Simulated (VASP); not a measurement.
# W (Im-3m) in VASP: a series of runs

Runs on W. Level: PBEsol. Tasks: single point.

All numbers are computed with VASP 6.6.1; they aren't measurements. Logs are shortened: lines on timing, memory, paths and dates and some standing lists are left out, and cuts for length are marked.

## 1. The cell of the first run

Symmetry: Im-3m, No. 229, cubic system. Conventional cell: a = 3.155 Å, b = 3.155 Å, c = 3.155 Å, α = 90.00°, β = 90.00°, γ = 90.00°. Within 3.6 Å of W (site symmetry m-3m) lie 14 W at 2.73 to 3.15 Å.

## 2. Single point, PBEsol

Contents of INCAR:

```
SYSTEM = W
PREC     = Accurate       ! precision mode
ENCUT    = 520            ! plane-wave cutoff, eV
EDIFF    = 1E-7           ! SCF threshold, eV
ISMEAR   = -1             ! smearing method
SIGMA    = 0.1            ! smearing width, eV
LREAL    = .False.        ! projectors in reciprocal space
LASPH    = .True.         ! aspherical terms in the spheres
NELM     = 100            ! most SCF steps
ALGO     = Normal         ! electronic algorithm
ISIF     = 2              ! what is computed and relaxed
LWAVE    = .False.        ! write WAVECAR
LCHARG   = .False.        ! write CHGCAR
GGA      = PS             ! functional
NBANDS   = 13             ! bands
```

Contents of KPOINTS:

```
Automatic mesh
0
Gamma
  23 23 23
  0 0 0
```

Contents of POSCAR:

```
W
1.0
   -1.5773233629      1.5773233629      1.5773233629
    1.5773233629     -1.5773233629      1.5773233629
    1.5773233629      1.5773233629     -1.5773233629
W
1
Direct
    0.0000000000      0.0000000000      0.0000000000
```

Potentials or basis: VASP PAW PBE potentials, release 64 (W_sv).

On the command line:

```bash
> cat potpaw_PBE.64/W_sv/POTCAR > POTCAR
> mpirun -np 1 vasp_std > vasp.out
```

OUTCAR:

```text
SYSTEM = W
   PREC = Accurate
   ENCUT = 520
   EDIFF = 1E-7
   ISMEAR = -1
   LREAL = .False.
   LASPH = .True.
   NELM = 100
   ISIF = 2
   GGA = PS

 ion  position               nearest neighbor table
   1  0.000  0.000  0.000-

  LATTYP: Found a body centered cubic cell.
 ALAT       =     3.1546467258

  Lattice vectors:

 A1 = (  -1.5773233629,   1.5773233629,   1.5773233629)
 A2 = (   1.5773233629,  -1.5773233629,   1.5773233629)
 A3 = (   1.5773233629,   1.5773233629,  -1.5773233629)

Analysis of symmetry for initial positions (statically):
=====================================================================
 Subroutine PRICEL returns:
 Original cell was already a primitive cell.

 Routine SETGRP: Setting up the symmetry group for a
 body centered cubic supercell.

 Subroutine GETGRP returns: Found 48 space group operations
 (whereof 48 operations were pure point group operations)
 out of a pool of 48 trial point group operations.

The static configuration has the point symmetry O_h .

Analysis of symmetry for dynamics (positions and initial velocities):
=====================================================================
 Subroutine PRICEL returns:
 Original cell was already a primitive cell.

 Routine SETGRP: Setting up the symmetry group for a
 body centered cubic supercell.

 Subroutine GETGRP returns: Found 48 space group operations
 (whereof 48 operations were pure point group operations)
 out of a pool of 48 trial point group operations.

The dynamic configuration has the point symmetry O_h .

 Subroutine INISYM returns: Found 48 space group operations
 (whereof 48 operations are pure point group operations),
 and found     1 'primitive' translations

----------------------------------------------------------------------------------------

                                     Primitive cell

  volume of cell :      15.6972

  direct lattice vectors                    reciprocal lattice vectors
    -1.577323363  1.577323363  1.577323363     0.000000000  0.316992705  0.316992705
     1.577323363 -1.577323363  1.577323363     0.316992705  0.000000000  0.316992705
     1.577323363  1.577323363 -1.577323363     0.316992705  0.316992705  0.000000000

  length of vectors
     2.732004205  2.732004205  2.732004205     0.448295383  0.448295383  0.448295383

  position of ions in fractional coordinates (direct lattice)
     0.000000000  0.000000000  0.000000000

  ion indices of the primitive-cell ions
   primitive index   ion index
                 1           1

----------------------------------------------------------------------------------------

 KPOINTS: Automatic mesh

Automatic generation of k-mesh.
 Grid dimensions read from file:
 generate k-points for:   23   23   23

 Generating k-lattice:

  Cartesian coordinates                     Fractional coordinates (reciprocal lattice)
     0.000000000  0.013782292  0.013782292     0.043478261  0.000000000  0.000000000
     0.013782292  0.000000000  0.013782292     0.000000000  0.043478261  0.000000000
     0.013782292  0.013782292  0.000000000     0.000000000  0.000000000  0.043478261

  Length of vectors
     0.019491104  0.019491104  0.019491104

  Shift w.r.t. Gamma in fractional coordinates (k-lattice)
     0.000000000  0.000000000  0.000000000

 Subroutine IBZKPT returns following result:
 ===========================================

 Found    364 irreducible k-points:

 Following reciprocal coordinates:
            Coordinates               Weight
  0.000000  0.000000  0.000000      1.000000
  0.043478  0.000000  0.000000     12.000000
  0.086957  0.000000  0.000000     12.000000
  0.130435  0.000000  0.000000     12.000000
  0.173913  0.000000  0.000000     12.000000
  0.217391  0.000000  0.000000     12.000000
[... 16 lines left out ...]
  0.478261  0.043478  0.000000     24.000000
  0.086957  0.086957  0.000000     24.000000
 [... further k-points ...]
   k-points           NKPTS =    364   k-points in BZ     NKDIM =    364   number of bands    NBANDS=     13
   number of dos      NEDOS =    301   number of ions     NIONS =      1
   total plane-waves  NPLWV =   8000
   dimension x,y,z NGX =    20 NGY =   20 NGZ =   20
   dimension x,y,z NGXF=    40 NGYF=   40 NGZF=   40
   ions per type =               1
   NGX,Y,Z   is equivalent  to a cutoff of  12.17, 12.17, 12.17 a.u.
   NGXF,Y,Z  is equivalent  to a cutoff of  24.34, 24.34, 24.34 a.u.
 SYSTEM =  W
   PREC   = accura    normal or accurate (medium, high low for compatibility)
   ISTART =      0    job   : 0-new  1-cont  2-samecut
   ICHARG =      2    charge: 1-file 2-atom 10-const
   ISPIN  =      1    spin polarized calculation?
   LNONCOLLINEAR =      F non collinear calculations
   LSORBIT =      F    spin-orbit coupling
   LASPH  =      T    aspherical Exc in radial PAW
   ENCUT  =  520.0 eV  38.22 Ry    6.18 a.u.   5.08  5.08  5.08*2*pi/ulx,y,z
   NELM   =    100;   NELMIN=  2; NELMDL= -5     # of ELM steps
   EDIFF  = 0.1E-06   stopping-criterion for ELM
   LREAL  =      F    real-space projection
   EDIFFG = 0.1E-05   stopping-criterion for IOM
   NSW    =      0    number of steps for IOM
   IBRION =     -1    ionic relax: 0-MD 1-quasi-New 2-CG
   NFREE  =      0    steps in history (QN), initial steepest desc. (CG)
   ISIF   =      2    stress and relaxation
   ISYM   =      2    0-nonsym 1-usesym 2-fastsym
   POTIM  = 0.5000    time-step for ionic-motion
   TEBEG  =    0.0;   TEEND  =   0.0 temperature during run
   PSTRESS=    0.0 pullay stress
   NELECT =      14.0000    total number of electrons
   NUPDOWN=      -1.0000    fix difference up-down
   EMIN   =  10.00;   EMAX   =-10.00  energy-range for DOS
   EFERMI =   0.00;   METHOD = LEGACY
   ISMEAR =    -1;   SIGMA  =   0.10  broadening in eV -4-tet -1-fermi 0-gaus
   EFERMI_NEDOS =   21; number of points for ismear=-14 and -15
   IALGO  =     38    algorithm
   IMIX   =      4    mixing-type and parameters
     AMIX     =   0.40;   BMIX     =  1.00
     AMIX_MAG =   1.60;   BMIX_MAG =  1.00
  volume/ion in A,a.u.               =      15.70       105.93
  Fermi-wavevector in a.u.,A,eV,Ry     =   1.575833  2.977892 33.786650  2.483249
  Thomas-Fermi vector in A             =   2.676757
   LORBIT       =      0    0 simple, 1 ext, 2 COOP (PROOUT), +10 PAW based schemes
   GGA     = PS    functional components
   LHFCALC =     F    Hartree Fock is set to
   AEXX    =    0.0000 exact exchange contribution
   IVDW    =     0    specifies the selected vdW correction
   LEPSILON=     F    determine dielectric tensor
   LRPA    =     F    only Hartree local field effects (RPA)
 non-spin polarized calculation
  energy-cutoff  :      520.00
  volume of cell :       15.70
 maximum number of plane-waves:       436
   NGX = 11   NGY = 11   NGZ = 11

 number of electron      14.0000005 magnetization

 Free energy of the ion-electron system (eV)
  ---------------------------------------------------
  ext. energy  EPLUGINS =         0.00000000
  ---------------------------------------------------
  free energy    TOTEN  =       -13.81385505 eV

  energy without entropy =      -13.79968403  energy(sigma->0) =      -13.80676954

 E-fermi :  11.4110     XC(G=0): -13.8164

 val. band max:       11.4108264027   @ k =  -0.2609   0.3478   0.1739
 cond. band min:      11.4273629877   @ k =  -0.4783   0.4783   0.2174
 fundamental gap:      0.0165365850
 Fermi energy:        11.4110465825

 k-point     1 :       0.0000    0.0000    0.0000
  band No.  band energies     occupation
      1     -62.7155      2.00000
      2     -26.2586      2.00000
      3     -26.2586      2.00000
      4     -26.2586      2.00000
      5       1.7093      2.00000
      6      10.1659      1.99999
      7      10.1659      1.99999
      8      10.1659      1.99999
      9      13.6763      0.00000
     10      13.6763      0.00000
     11      25.9805      0.00000
     12      25.9805      0.00000
     13      25.9805      0.00000

 k-point     2 :       0.0435    0.0000    0.0000
  band No.  band energies     occupation
      1     -62.7129      2.00000
      2     -26.2855      2.00000
      3     -26.2670      2.00000
      4     -26.2587      2.00000
      5       1.8028      2.00000
      6      10.1084      2.00000
      7      10.1540      1.99999
      8      10.2559      1.99998
      9      13.5807      0.00000
     10      13.6765      0.00000
     11      26.0623      0.00000
     12      26.1392      0.00000
     13      26.2164      0.00000

 k-point     3 :       0.0870    0.0000    0.0000
  band No.  band energies     occupation
      1     -62.7053      2.00000
      2     -26.3638      2.00000
      3     -26.2913      2.00000
      4     -26.2591      2.00000
      5       2.0769      2.00000
      6       9.9445      2.00000
      7      10.1069      2.00000
      8      10.5239      1.99972
      9      13.3473      0.00000
     10      13.6803      0.00000
     11      26.2850      0.00000
     12      26.6057      0.00000
     13      26.8600      0.00000
[... 305 lines left out ...]
 k-point    23 :       0.4783    0.0435    0.0000
  band No.  band energies     occupation
      1     -62.5740      2.00000
      2     -27.5871      2.00000
      3     -26.7000      2.00000
      4     -26.2773      2.00000
      5       5.1311      2.00000
      6       7.8139      2.00000
      7      11.9539      0.00874
      8      13.5457      0.00000
      9      14.6811      0.00000
     10      17.7762      0.00000
     11      22.5334      0.00000
     12      23.0939      0.00000
     13      28.3095      0.00000

 k-point    24 :       0.0870    0.0870    0.0000
  band No.  band energies     occupation
      1     -62.6865      2.00000
      2     -26.5554      2.00000
      3     -26.3273      2.00000
      4     -26.2845      2.00000
      5       2.7642      2.00000
      6       9.6586      2.00000
      7       9.7837      2.00000
      8      11.2861      1.55457
      9      12.9016      0.00000
     10      13.8011      0.00000
     11      26.8025      0.00000
     12      27.7056      0.00000
     13      28.0752      0.00000

 [... further k-points ...]

------------------------ aborting loop because EDIFF is reached ----------------------------------------

  FORCE on cell =-STRESS in cart. coord.  units (eV):
  Direction    XX          YY          ZZ          XY          YZ          ZX
  --------------------------------------------------------------------------------------
  -------------------------------------------------------------------------------------
  Total        0.0472876      0.0472876      0.0472876      0.0000000      0.0000000      0.0000000
  in kB        4.8265365      4.8265365      4.8265365      0.0000000      0.0000000      0.0000000
  external PRESSURE =       4.8265365 kB  Pullay stress =       0.0000000 kB

 VOLUME and BASIS-vectors are now :
 -----------------------------------------------------------------------------
  energy-cutoff  :      520.00
  volume of cell :       15.70
      direct lattice vectors                 reciprocal lattice vectors
    -1.577323363  1.577323363  1.577323363     0.000000000  0.316992705  0.316992705
     1.577323363 -1.577323363  1.577323363     0.316992705  0.000000000  0.316992705
     1.577323363  1.577323363 -1.577323363     0.316992705  0.316992705  0.000000000

 POSITION                                       TOTAL-FORCE (eV/Angst)
 -----------------------------------------------------------------------------------
      0.00000      0.00000      0.00000         0.000000     -0.000000     -0.000000
 -----------------------------------------------------------------------------------
    total drift:                                0.000000     -0.000000      0.000000

  FREE ENERGIE OF THE ION-ELECTRON SYSTEM (eV)
  ---------------------------------------------------
  free  energy   TOTEN  =       -13.8138550500 eV

  energy  without entropy=      -13.7996840253  energy(sigma->0) =      -13.80676954
```

Run time: 44 s. Hardware: 1 thread of Intel Xeon Platinum 8259CL at 2.50GHz (Skylake/Cascade Lake), shared host; peak memory 0.18 GiB.

What came out:

```
Free energy            : -13.8139 eV
Pressure               : 0.5 GPa
Band gap on the k mesh : zero (bands 7 and 8 overlap by 6.25 eV)
```

Caveat: the PAW data sets were made with another functional, which shifts forces and pressure a little; spin-orbit coupling is left out, which moves the levels of the heavy elements.

## 3. Single point, PBEsol (15.70 Å³/atom)

Contents of INCAR:

```
  PREC = Accurate
  ENCUT = 520
  EDIFF = 1E-7
  ISMEAR = -1
  SIGMA = 0.1
  LREAL = F
  LASPH = T
  NELM = 60
  ALGO = Normal
  ISIF = 2
  LWAVE = F
  LCHARG = T
  GGA = PS
  LELF = T
  LVHAR = T
  NBANDS = 13
```

Contents of KPOINTS:

```
Automatic mesh
0
Gamma
  23 23 23
```

POSCAR is that of step 2.

Potentials or basis: VASP PAW PBE potentials, release 64 (W_sv).

On the command line:

```bash
> cat potpaw_PBE.64/W_sv/POTCAR > POTCAR
> mpirun -np 1 vasp_std > vasp.out
```

Wall time 43 s (1 thread of Intel Xeon Platinum 8259CL at 2.50GHz (Skylake/Cascade Lake), shared host); peak memory 0.18 GiB.

The run converged. Its results:

```
Free energy            : -13.8139 eV
Pressure               : 0.5 GPa
Band gap on the k mesh : zero (bands 7 and 8 overlap by 6.25 eV)
```

Levels at points of the mesh, in eV from the Fermi level:
```tsv
k point	band 3	band 4	band 5	band 6	band 7	band 8	band 9	band 10	band 11	band 12
(0.00, 0.00, 0.00)	-37.67	-37.67	-9.70	-1.25	-1.25	-1.25	2.27	2.27	14.57	14.57
```

Caveat: the PAW data sets were made with another functional, which shifts forces and pressure a little; spin-orbit coupling is left out, which moves the levels of the heavy elements.

(Part 1 of 3 ends here.)

The gap in the log of VASP goes by the Fermi energy; the results here count the filled bands.